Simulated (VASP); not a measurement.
# Pt (R-3m) in VASP: a series of runs

Pt is run at these levels: LDA; tasks: single point.

Everything below comes from runs of VASP 6.6.1. Logs are shortened: lines on timing, memory, paths and dates and some standing lists are left out, and cuts for length are marked.

### 1 The cell of the first run

Symmetry: R-3m, No. 166, trigonal system. Conventional cell: a = 5.487 Å, b = 5.487 Å, c = 1.853 Å, α = 90.00°, β = 90.00°, γ = 120.00°. Within 2.5 Å of Pt (site symmetry -3m) lie 2 Pt at 1.85 Å.

### 2 Single point, LDA (16.11 Å³/atom)

INCAR reads:

```
SYSTEM = Pt
  PREC = Accurate
  ENCUT = 570
  EDIFF = 1E-6
  ISMEAR = 0
  SIGMA = 0.15
  LREAL = .False.
  LASPH = .True.
  NELM = 120
  ALGO = Normal
  ISIF = 2
  LWAVE = .False.
  LCHARG = .False.
  GGA = CA
  NBANDS = 15
  GGA_COMPAT = .False.
```

KPOINTS reads:

```
regular mesh
0
Gamma
  22 22 22
  0 0 0
```

POSCAR reads:

```
Pt
1.0
   -2.2299444746      1.6499067209      1.6499067209
    1.6499067209     -2.2299444746      1.6499067209
    1.6499067209      1.6499067209     -2.2299444746
Pt
1
Direct
    0.0000000000      0.0000000000      0.0000000000
```

Potentials or basis: VASP PAW LDA potentials, release 64 (Pt_sv_GW).

Command:

```
$ cat potpaw_LDA.64/Pt_sv_GW/POTCAR > POTCAR
$ mpirun -np 1 vasp_std > vasp.out
```

OUTCAR:

```text
SYSTEM = Pt
   PREC = Accurate
   ENCUT = 570
   EDIFF = 1E-6
   ISMEAR = 0
   LREAL = .False.
   LASPH = .True.
   NELM = 120
   ISIF = 2
   GGA = CA

 ion  position               nearest neighbor table
   1  0.000  0.000  0.000-

  LATTYP: Found a trigonal (rhomboedric) cell.
 ALAT       =     3.2275434521
 COS(alpha) =    -0.4450602107

  Lattice vectors:

 A1 = (  -2.2299444746,   1.6499067209,   1.6499067209)
 A2 = (   1.6499067209,  -2.2299444746,   1.6499067209)
 A3 = (   1.6499067209,   1.6499067209,  -2.2299444746)

Analysis of symmetry for initial positions (statically):
=====================================================================
 Subroutine PRICEL returns:
 Original cell was already a primitive cell.

 Routine SETGRP: Setting up the symmetry group for a
 trigonal (rhombohedral) supercell.

 Subroutine GETGRP returns: Found 12 space group operations
 (whereof 12 operations were pure point group operations)
 out of a pool of 12 trial point group operations.

The static configuration has the point symmetry D_3d.

Analysis of symmetry for dynamics (positions and initial velocities):
=====================================================================
 Subroutine PRICEL returns:
 Original cell was already a primitive cell.

 Routine SETGRP: Setting up the symmetry group for a
 trigonal (rhombohedral) supercell.

 Subroutine GETGRP returns: Found 12 space group operations
 (whereof 12 operations were pure point group operations)
 out of a pool of 12 trial point group operations.

The dynamic configuration has the point symmetry D_3d.

 Subroutine INISYM returns: Found 12 space group operations
 (whereof 12 operations are pure point group operations),
 and found     1 'primitive' translations

----------------------------------------------------------------------------------------

                                     Primitive cell

  volume of cell :      16.1050

  direct lattice vectors                    reciprocal lattice vectors
    -2.229944475  1.649906721  1.649906721     0.139736738  0.397478582  0.397478582
     1.649906721 -2.229944475  1.649906721     0.397478582  0.139736738  0.397478582
     1.649906721  1.649906721 -2.229944475     0.397478582  0.397478582  0.139736738

  length of vectors
     3.227543452  3.227543452  3.227543452     0.579227764  0.579227764  0.579227764

  position of ions in fractional coordinates (direct lattice)
     0.000000000  0.000000000  0.000000000

  ion indices of the primitive-cell ions
   primitive index   ion index
                 1           1

----------------------------------------------------------------------------------------

 KPOINTS: regular mesh

Automatic generation of k-mesh.
 Grid dimensions read from file:
 generate k-points for:   22   22   22

 Generating k-lattice:

  Cartesian coordinates                     Fractional coordinates (reciprocal lattice)
     0.006351670  0.018067208  0.018067208     0.045454545  0.000000000  0.000000000
     0.018067208  0.006351670  0.018067208     0.000000000  0.045454545  0.000000000
     0.018067208  0.018067208  0.006351670     0.000000000  0.000000000  0.045454545

  Length of vectors
     0.026328535  0.026328535  0.026328535

  Shift w.r.t. Gamma in fractional coordinates (k-lattice)
     0.000000000  0.000000000  0.000000000

 Subroutine IBZKPT returns following result:
 ===========================================

 Found   1024 irreducible k-points:

 Following reciprocal coordinates:
            Coordinates               Weight
  0.000000  0.000000  0.000000      1.000000
  0.045455  0.000000  0.000000      6.000000
  0.090909  0.000000  0.000000      6.000000
  0.136364  0.000000  0.000000      6.000000
  0.181818  0.000000  0.000000      6.000000
  0.227273  0.000000  0.000000      6.000000
[... 16 lines left out ...]
  0.500000  0.045455  0.000000     12.000000
 -0.454545  0.045455 -0.000000     12.000000
 [... further k-points ...]
   k-points           NKPTS =   1024   k-points in BZ     NKDIM =   1024   number of bands    NBANDS=     15
   number of dos      NEDOS =    301   number of ions     NIONS =      1
   total plane-waves  NPLWV =  21952
   dimension x,y,z NGX =    28 NGY =   28 NGZ =   28
   dimension x,y,z NGXF=    56 NGYF=   56 NGZF=   56
   ions per type =               1
   NGX,Y,Z   is equivalent  to a cutoff of  14.42, 14.42, 14.42 a.u.
   NGXF,Y,Z  is equivalent  to a cutoff of  28.84, 28.84, 28.84 a.u.
 SYSTEM =  Pt
   PREC   = accura    normal or accurate (medium, high low for compatibility)
   ISTART =      0    job   : 0-new  1-cont  2-samecut
   ICHARG =      2    charge: 1-file 2-atom 10-const
   ISPIN  =      1    spin polarized calculation?
   LNONCOLLINEAR =      F non collinear calculations
   LSORBIT =      F    spin-orbit coupling
   LASPH  =      T    aspherical Exc in radial PAW
   ENCUT  =  570.0 eV  41.89 Ry    6.47 a.u.   6.28  6.28  6.28*2*pi/ulx,y,z
   NELM   =    120;   NELMIN=  2; NELMDL= -5     # of ELM steps
   EDIFF  = 0.1E-05   stopping-criterion for ELM
   LREAL  =      F    real-space projection
   EDIFFG = 0.1E-04   stopping-criterion for IOM
   NSW    =      0    number of steps for IOM
   IBRION =     -1    ionic relax: 0-MD 1-quasi-New 2-CG
   NFREE  =      0    steps in history (QN), initial steepest desc. (CG)
   ISIF   =      2    stress and relaxation
   ISYM   =      2    0-nonsym 1-usesym 2-fastsym
   POTIM  = 0.5000    time-step for ionic-motion
   TEBEG  =    0.0;   TEEND  =   0.0 temperature during run
   PSTRESS=    0.0 pullay stress
   NELECT =      18.0000    total number of electrons
   NUPDOWN=      -1.0000    fix difference up-down
   EMIN   =  10.00;   EMAX   =-10.00  energy-range for DOS
   EFERMI =   0.00;   METHOD = LEGACY
   ISMEAR =     0;   SIGMA  =   0.15  broadening in eV -4-tet -1-fermi 0-gaus
   EFERMI_NEDOS =   21; number of points for ismear=-14 and -15
   IALGO  =     38    algorithm
   IMIX   =      4    mixing-type and parameters
     AMIX     =   0.40;   BMIX     =  1.00
     AMIX_MAG =   1.60;   BMIX_MAG =  1.00
  volume/ion in A,a.u.               =      16.11       108.68
  Fermi-wavevector in a.u.,A,eV,Ry     =   1.698943  3.210536 39.271946  2.886407
  Thomas-Fermi vector in A             =   2.779350
   LORBIT       =      0    0 simple, 1 ext, 2 COOP (PROOUT), +10 PAW based schemes
   GGA     = CA    functional components
   LHFCALC =     F    Hartree Fock is set to
   AEXX    =    0.0000 exact exchange contribution
   IVDW    =     0    specifies the selected vdW correction
   LEPSILON=     F    determine dielectric tensor
   LRPA    =     F    only Hartree local field effects (RPA)
 non-spin polarized calculation
 Gauss-broadening in eV      SIGMA  =   0.15
  energy-cutoff  :      570.00
  volume of cell :       16.11
 maximum number of plane-waves:       519
 NGX is ok and might be reduce to    28
   NGX = 13   NGY = 13   NGZ = 13

 number of electron      18.0000001 magnetization

 Free energy of the ion-electron system (eV)
  ---------------------------------------------------
  ext. energy  EPLUGINS =         0.00000000
  ---------------------------------------------------
  free energy    TOTEN  =         0.60031779 eV

  energy without entropy =        0.60668507  energy(sigma->0) =        0.60350143

 E-fermi :  10.3589     XC(G=0): -13.5345

 val. band max:       10.3584796328   @ k =  -0.2273  -0.3636   0.0909
 cond. band min:      10.3597845632   @ k =   0.2273   0.2273   0.1364
 fundamental gap:      0.0013049303
 Fermi energy:        10.3589020872

 k-point     1 :       0.0000    0.0000    0.0000
  band No.  band energies     occupation
      1     -90.7419      2.00000
      2     -44.4187      2.00000
      3     -44.4187      2.00000
      4     -41.6580      2.00000
      5      -3.8646      2.00000
      6       0.4833      2.00000
      7       4.2756      2.00000
      8       4.2756      2.00000
      9      13.2140      0.00000
     10      13.2140      0.00000
     11      20.8932      0.00000
     12      22.8928      0.00000
     13      22.8928      0.00000
     14      30.9364      0.00000
     15      30.9364      0.00000

 k-point     2 :       0.0455    0.0000    0.0000
  band No.  band energies     occupation
      1     -90.7163      2.00000
      2     -44.3953      2.00000
      3     -44.3947      2.00000
      4     -41.8896      2.00000
      5      -3.4432      2.00000
      6       0.6004      2.00000
      7       4.3267      2.00000
      8       4.3464      2.00000
      9      12.5358      0.00000
     10      12.5491      0.00000
     11      21.0052      0.00000
     12      23.4163      0.00000
     13      23.4792      0.00000
     14      30.9644      0.00000
     15      30.9888      0.00000

 k-point     3 :       0.0909    0.0000    0.0000
  band No.  band energies     occupation
      1     -90.6385      2.00000
      2     -44.3250      2.00000
      3     -44.3234      2.00000
      4     -42.5444      2.00000
      5      -2.2360      2.00000
      6       0.9626      2.00000
      7       4.4783      2.00000
      8       4.5563      2.00000
      9      10.9172      0.00000
     10      10.9588      0.00000
     11      21.3334      0.00000
     12      24.4760      0.00000
     13      24.7842      0.00000
     14      31.0772      0.00000
     15      31.1974      0.00000
[... 343 lines left out ...]
 k-point    23 :       0.5000    0.0455    0.0000
  band No.  band energies     occupation
      1     -89.2665      2.00000
      2     -50.4298      2.00000
      3     -43.1820      2.00000
      4     -43.1597      2.00000
      5      -1.1121      2.00000
      6      -0.6679      2.00000
      7       7.8088      2.00000
      8       8.3470      2.00000
      9      10.3606      0.98732
     10      14.9426      0.00000
     11      22.7819      0.00000
     12      25.3754      0.00000
     13      26.2902      0.00000
     14      30.6192      0.00000
     15      31.4266      0.00000

 k-point    24 :      -0.4545    0.0455   -0.0000
  band No.  band energies     occupation
      1     -89.3672      2.00000
      2     -49.9850      2.00000
      3     -43.2634      2.00000
      4     -43.2410      2.00000
      5      -0.6081      2.00000
      6      -0.1423      2.00000
      7       7.4672      2.00000
      8       7.8846      2.00000
      9       9.3830      2.00000
     10      15.0130      0.00000
     11      22.9587      0.00000
     12      25.2047      0.00000
     13      25.5468      0.00000
     14      30.8652      0.00000
     15      31.5422      0.00000

 [... further k-points ...]

------------------------ aborting loop because EDIFF is reached ----------------------------------------

  FORCE on cell =-STRESS in cart. coord.  units (eV):
  Direction    XX          YY          ZZ          XY          YZ          ZX
  --------------------------------------------------------------------------------------
  -------------------------------------------------------------------------------------
  Total       21.5741405     21.5741405     21.5741405     21.1105858     21.1105858     21.1105858
  in kB     2146.2650592   2146.2650592   2146.2650592   2100.1491437   2100.1491437   2100.1491437
  external PRESSURE =    2146.2650592 kB  Pullay stress =       0.0000000 kB

 VOLUME and BASIS-vectors are now :
 -----------------------------------------------------------------------------
  energy-cutoff  :      570.00
  volume of cell :       16.11
      direct lattice vectors                 reciprocal lattice vectors
    -2.229944475  1.649906721  1.649906721     0.139736738  0.397478582  0.397478582
     1.649906721 -2.229944475  1.649906721     0.397478582  0.139736738  0.397478582
     1.649906721  1.649906721 -2.229944475     0.397478582  0.397478582  0.139736738

 POSITION                                       TOTAL-FORCE (eV/Angst)
 -----------------------------------------------------------------------------------
      0.00000      0.00000      0.00000         0.000000     -0.000000      0.000000
 -----------------------------------------------------------------------------------
    total drift:                               -0.000000     -0.000000      0.000000

  FREE ENERGIE OF THE ION-ELECTRON SYSTEM (eV)
  ---------------------------------------------------
  free  energy   TOTEN  =         0.6003177878 eV

  energy  without entropy=        0.6066850684  energy(sigma->0) =        0.60350143
```

Wall time 5.6 min (1 thread of Intel Xeon Platinum 8259CL at 2.50GHz (Skylake/Cascade Lake), shared host); peak memory 0.4 GiB.

Results:

* Free energy: 0.6003 eV
* Pressure: 214.6 GPa
* Band gap on the k mesh: zero (bands 9 and 10 overlap by 7.55 eV)

Stress tensor (GPa, compression positive):
```
214.63 210.01 210.01
210.01 214.63 210.01
210.01 210.01 214.63
```

Caveat: atoms lie so close that the PAW spheres overlap strongly, which falsifies energies and pressures; the cell stands under pressure; spin-orbit coupling is left out, which moves the levels of the heavy elements.

### 3 Single point, LDA (16.10 Å³/atom)

INCAR reads:

```
SYSTEM = Pt
PREC     = Accurate       ! precision mode
ENCUT    = 570            ! plane-wave cutoff, eV
EDIFF    = 1E-6           ! SCF threshold, eV
ISMEAR   = 0              ! smearing method
SIGMA    = 0.15           ! smearing width, eV
LREAL    = .FALSE.        ! projectors in reciprocal space
LASPH    = .TRUE.         ! aspherical terms in the spheres
NELM     = 120            ! most SCF steps
ALGO     = Normal         ! electronic algorithm
ISIF     = 2              ! what is computed and relaxed
LWAVE    = .FALSE.        ! write WAVECAR
LCHARG   = .TRUE.         ! write CHGCAR
GGA      = CA             ! functional
LELF     = .TRUE.         ! ELF
LVHAR    = .TRUE.       
NBANDS   = 15             ! bands
GGA_COMPAT= .FALSE.
```

KPOINTS reads:

```
regular mesh
0
G
  22 22 22
  0 0 0
```

POSCAR reads:

```
Pt
1.0
   -2.4508516071      1.6941182727      1.6941182727
    1.6941182727     -2.4508516071      1.6941182727
    1.6941182727      1.6941182727     -2.4508516071
Pt
1
Direct
    0.0000000000      0.0000000000      0.0000000000
```

Potentials or basis: VASP PAW LDA potentials, release 64 (Pt_sv_GW).

Command:

```
$ cat potpaw_LDA.64/Pt_sv_GW/POTCAR > POTCAR
$ mpirun -np 1 vasp_std > vasp.out
```

Wall time 2.6 min (1 thread of Intel Xeon 6975P-C (Granite Rapids), shared host); peak memory 0.4 GiB.

The run converged. Its results:

| Property | Result |
| --- | --- |
| Free energy | 14.7901 eV |
| Pressure | 556.2 GPa |
| Band gap on the k mesh | zero (bands 9 and 10 overlap by 11.07 eV) |

Stress tensor (GPa, compression positive):
```
556.24 550.20 550.20
550.20 556.24 550.20
550.20 550.20 556.24
```

Levels at points of the mesh, in eV from the Fermi level:
```
           k point  band 7  band 8  band 9  band 10  band 11  band 12
(0.00, 0.00, 0.00)   -9.36   -9.36    6.26     6.26     8.08     9.60
(0.50, 0.00, 0.00)   -2.73   -2.35    1.34     5.50    12.81    15.72
(0.50, 0.50, 0.00)   -8.02   -4.87   -3.90     4.41     6.26     6.29
(0.50, 0.50, 0.50)   -2.40   -2.40    3.15     9.78    10.64    10.64
```

Caveat: atoms lie so close that the PAW spheres overlap strongly, which falsifies energies and pressures; the cell stands under pressure; spin-orbit coupling is left out, which moves the levels of the heavy elements.

### 4 Single point, LDA (16.70 Å³/atom)

This run uses another cell than the first one, of 16.70 Å³/atom.

INCAR reads:

```
ALGO = Normal
EDIFF = 1E-6
ENCUT = 570
GGA_COMPAT = False
ISIF = 2
ISMEAR = 0
LASPH = True
LCHARG = False
LREAL = False
LWAVE = False
NBANDS = 15
NELM = 120
PREC = Accurate
SIGMA = 0.15
```

KPOINTS reads:

```
k-points
0
Gamma
  22 22 22
```

POSCAR reads:

```
Pt
1.0
   -2.0386165356      1.6373261282      1.6373261282
    1.6373261282     -2.0386165356      1.6373261282
    1.6373261282      1.6373261282     -2.0386165356
Pt
1
Direct
    0.0000000000      0.0000000000      0.0000000000
```

Command:

```
$ cat potpaw_LDA.64/Pt_sv_GW/POTCAR > POTCAR
$ mpirun -np 1 vasp_std > vasp.out
```

Wall time 66 s (1 thread of Intel Xeon 6975P-C (Granite Rapids), shared host); peak memory 0.38 GiB.

Results (log left out):

```
Free energy            : -5.0331 eV
Pressure               : 46.7 GPa
Band gap on the k mesh : zero (bands 9 and 10 overlap by 4.75 eV)
```

Stress tensor (GPa, compression positive):
```
46.72 68.02 68.02
68.02 46.72 68.02
68.02 68.02 46.72
```

Levels at points of the mesh, in eV from the Fermi level:
```
           k point  band 5  band 6  band 7  band 8  band 9  band 10  band 11  band 12  band 13  band 14
(0.00, 0.00, 0.00)  -10.32   -8.22   -4.06   -4.06    0.65     0.65    12.59    14.71    14.71    23.29
(0.50, 0.00, 0.00)   -7.67   -6.59   -2.34   -1.93    0.13     2.72    11.86    12.15    14.96    20.39
(0.50, 0.50, 0.00)   -9.84   -6.37   -1.57   -1.56    0.71     0.99     1.56     9.03    18.36    22.42
(0.50, 0.50, 0.50)   -7.74   -7.74   -1.32   -1.32    1.78     8.11     8.11     8.88    16.59    17.01
```

Caveat: the cell stands under pressure; spin-orbit coupling is left out, which moves the levels of the heavy elements.

(Continued in part 2 of 2.)

The gap in the log of VASP goes by the Fermi energy; the results here count the filled bands.